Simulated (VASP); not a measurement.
Input of a VASP 6.6.1 run:

File INCAR:

```
SYSTEM = AlNi3
PREC     = Accurate       ! precision mode
ENCUT    = 520            ! plane-wave cutoff, eV
EDIFF    = 1E-7           ! SCF threshold, eV
ISMEAR   = 0              ! smearing method
SIGMA    = 0.1            ! smearing width, eV
LREAL    = .FALSE.        ! projectors in reciprocal space
LASPH    = .TRUE.         ! aspherical terms in the spheres
NELM     = 100            ! most SCF steps
ALGO     = Normal         ! electronic algorithm
ISIF     = 2              ! what is computed and relaxed
LWAVE    = .FALSE.        ! write WAVECAR
LCHARG   = .FALSE.        ! write CHGCAR
GGA      = PE             ! functional
IVDW     = 12             ! dispersion correction
NBANDS   = 24             ! bands
```

KPOINTS

```
Automatic mesh
0
G
  14 14 14
  0 0 0
```

POSCAR

```
AlNi3
1.0
    0.0000000000      2.8021457205      2.8021457205
    2.8021457205      0.0000000000      2.8021457205
    2.8021457205      2.8021457205      0.0000000000
Al Ni
1 3
Direct
    0.5000000000      0.5000000000      0.5000000000
    0.2500000000      0.2500000000      0.2500000000
    0.0000000000      0.0000000000      0.0000000000
    0.7500000000      0.7500000000      0.7500000000
```

Potentials or basis: VASP PAW PBE potentials, release 64 (Al, Ni).

The run is started by

```console
$ cat potpaw_PBE.64/Al/POTCAR potpaw_PBE.64/Ni/POTCAR > POTCAR
$ mpirun -np 1 vasp_std > vasp.out
```

Q: Estimate the dispersion energy per atom.

A: -0.470 eV.

Q: Predict the band gap on the k mesh.

A: Zero (an odd number of electrons rules out a gap without spin polarisation).

Spin polarisation is off, so any magnetic state and its effect on volume and gap are missing.
